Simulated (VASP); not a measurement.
Set up this calculation in VASP 6.6.1, as the native input.

```
Task                   : single point
Functional             : LDA
Potentials or basis    : VASP PAW LDA potentials, release 64 (Mn_pv, O)
Cutoff                 : 520 eV
k mesh                 : 11 × 11 × 6
Occupations            : fermi-dirac, width 0.03 eV
Spin                   : no spin polarisation
Dipole correction      : no
Further INCAR settings : ALGO = Normal; EDIFF = 1e-06; NBANDS = 20
```

The structure of MnO2 lies in POSCAR:

```
MnO2
1.0
    2.5363671977      0.0000000000      0.0000000000
   -1.2681835988      2.1965584265      0.0000000000
    0.0000000000      0.0000000000      4.0855784404
Mn O
1 2
Direct
    0.0000000000      0.0000000000      0.5000000000
    0.6666666667      0.3333333333      0.2937074300
    0.3333333333      0.6666666667      0.7062925700
```

These files were run (other wordings do the same):

INCAR

```
PREC = Accurate
ENCUT = 520
EDIFF = 1E-6
ISMEAR = -1
SIGMA = 0.03
LREAL = F
LASPH = T
NELM = 60
ALGO = Normal
ISIF = 2
LWAVE = F
LCHARG = F
NBANDS = 20
```

KPOINTS

```
regular mesh
0
Gamma
  11 11 6
```

Potentials or basis: VASP PAW LDA potentials, release 64 (Mn_pv, O).

Command:

```console
$ cat potpaw_LDA.64/Mn_pv/POTCAR potpaw_LDA.64/O/POTCAR > POTCAR
$ mpirun -np 1 vasp_std > vasp.out
```

Results of the run:

```
Pressure               : 126.6 GPa
Largest force          : 7.748 eV/Å
Band gap on the k mesh : zero (an odd number of electrons rules out a gap without spin polarisation)
```

Caveat: the cell stands under pressure; an odd number of electrons without spin polarisation forces a metal; a magnetic or distorted state may lie lower; the run has no spin polarisation, though such a crystal can be magnetic; semilocal functionals often make such compounds metallic where correlation or magnetic order opens a gap, which also shifts bond lengths.

Wall time 27 s on 1 thread of AMD EPYC 7R13 Processor (Zen 3) (shared host), peak memory 0.12 GiB.
